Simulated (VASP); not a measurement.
A run of VASP 6.6.1:

File POSCAR:

```
PbS
1.0
    0.0000000000      3.0932036013      3.0932036013
    3.0932036013      0.0000000000      3.0932036013
    3.0932036013      3.0932036013      0.0000000000
Pb S
1 1
Direct
    0.0000000000      0.0000000000      0.0000000000
    0.5000000000      0.5000000000      0.5000000000
```

Contents of INCAR.step1:

```
SYSTEM = PbS
ALGO = Normal
EDIFF = 1E-5
ENCUT = 520
GGA = PE
ISIF = 2
ISMEAR = -1
LASPH = .TRUE.
LCHARG = .FALSE.
LREAL = .FALSE.
LWAVE = .TRUE.
NBANDS = 17
NELM = 60
PREC = Accurate
SIGMA = 0.05
```

INCAR.step2

```
SYSTEM = PbS
AEXX = 1.0
AGGAC = 0.0
ALDAC = 0.0
ALGO = Normal
EDIFF = 1E-6
ENCUT = 520
GGA = PE
ISIF = 2
ISMEAR = -1
ISTART = 1
LASPH = .TRUE.
LCHARG = .FALSE.
LHFCALC = .TRUE.
LREAL = .FALSE.
LWAVE = .FALSE.
NBANDS = 17
NELM = 60
PREC = Accurate
PRECFOCK = Normal
SIGMA = 0.05
```

KPOINTS

```
k-points
0
G
  4 4 4
  0 0 0
```

Potentials or basis: VASP PAW PBE potentials, release 64 (Pb_d, S).

The run is started by

```console
$ cat potpaw_PBE.64/Pb_d/POTCAR potpaw_PBE.64/S/POTCAR > POTCAR
$ cp INCAR.step1 INCAR
$ mpirun -np 1 vasp_std > vasp.out
$ cp INCAR.step2 INCAR
$ mpirun -np 1 vasp_std > vasp.out
```

Hardware: 1 thread of Oxide Virtual Turin-like Processor (shared host).

How long does it take, and how much memory?

It took 22 min on 1 thread of Oxide Virtual Turin-like Processor, on a shared host, peak memory 0.18 GiB. Counts: k points 8.
